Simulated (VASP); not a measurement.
Set up this calculation in VASP 6.6.1, as the native input.

- Task: single point
- Functional: PBE0
- Potentials or basis: VASP PAW PBE potentials, release 64 (Li_sv, F)
- Cutoff: 650 eV
- k mesh: 8 × 8 × 8
- Occupations: gaussian, width 0.01 eV
- Spin: no spin polarisation
- Dipole correction: no
- Grid for exact exchange (PRECFOCK): Normal
- Further INCAR settings: ALGO = Normal; EDIFF = 1e-06; NBANDS = 12
- Share of exact exchange: 0.25

Crystal: LiF.

```
Li F
1.0
     0.00000    1.99487    1.99487
     1.99487    0.00000    1.99487
     1.99487    1.99487    0.00000
Li F
1 1
Cartesian
  0.0000 0.0000 0.0000
  1.9949 1.9949 1.9949
```

These files were run (other wordings do the same):

POSCAR

```
LiF
1.0
    0.0000000000      1.9948691812      1.9948691812
    1.9948691812      0.0000000000      1.9948691812
    1.9948691812      1.9948691812      0.0000000000
Li F
1 1
Direct
    0.0000000000      0.0000000000      0.0000000000
    0.5000000000      0.5000000000      0.5000000000
```

INCAR.step1

```
SYSTEM = LiF
PREC = Accurate
ENCUT = 650
EDIFF = 1E-5
ISMEAR = 0
SIGMA = 0.01
LREAL = .False.
LASPH = .True.
NELM = 120
ALGO = Normal
ISIF = 2
LWAVE = .True.
LCHARG = .False.
GGA = PE
NBANDS = 12
GGA_COMPAT = .False.
```

INCAR.step2

```
SYSTEM = LiF
PREC = Accurate
ENCUT = 650
EDIFF = 1E-6
ISMEAR = 0
SIGMA = 0.01
LREAL = .False.
LASPH = .True.
NELM = 120
ALGO = Normal
ISIF = 2
LWAVE = .False.
LCHARG = .False.
GGA = PE
LHFCALC = .True.
AEXX = 0.25
PRECFOCK = Normal
ISTART = 1
NBANDS = 12
GGA_COMPAT = .False.
```

KPOINTS

```
regular mesh
0
Gamma
  8 8 8
  0 0 0
```

Potentials or basis: VASP PAW PBE potentials, release 64 (Li_sv, F).

Run with:

```sh
$ cat potpaw_PBE.64/Li_sv/POTCAR potpaw_PBE.64/F/POTCAR > POTCAR
$ cp INCAR.step1 INCAR
$ mpirun -np 1 vasp_std > vasp.out
$ cp INCAR.step2 INCAR
$ mpirun -np 1 vasp_std > vasp.out
```

Results of the run:

```yaml
Pressure: 0.2 GPa
Band_gap_on_the_k_mesh: 12.42 eV
```

Caveat: the PAW data sets were made with another functional, which shifts forces and pressure a little.

It took 21 min on 1 thread of Intel(R) Xeon(R) Platinum 8375C CPU @ 2.90GHz (Ice Lake), with other jobs on the host, peak memory 0.15 GiB.
